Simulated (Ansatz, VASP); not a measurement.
**AgCl: VASP beside Ansatz**

```
Ag Cl
1.0
     0.00000    2.77266    2.77266
     2.77266    0.00000    2.77266
     2.77266    2.77266    0.00000
Ag Cl
1 1
Direct
  0.00000 0.00000 0.00000
  0.50000 0.50000 0.50000
```

Alike in both runs: task single point; functional PBEsol; k mesh 9 × 9 × 9; occupations fermi-dirac, width 0.01 eV; no spin polarisation.

```csv
,VASP,Ansatz
version,VASP 6.6.1,Ansatz 0.2.0
potentials or method,"VASP PAW PBE potentials, release 64 (Ag, Cl), cutoff 520 eV","all-electron LAPW, scalar-relativistic"
```

|  | VASP | Ansatz | Ansatz less VASP |
| --- | --- | --- | --- |
| gap on the k mesh at the Fermi level (eV) | 0.78 | 0.78 | +0.005 |
| pressure (GPa) | -2.7 | -2.6 | +0.10 |

VASP's potentials were made for PBE, not for PBEsol. Ansatz ran all-electron here, and VASP with PAW potentials.
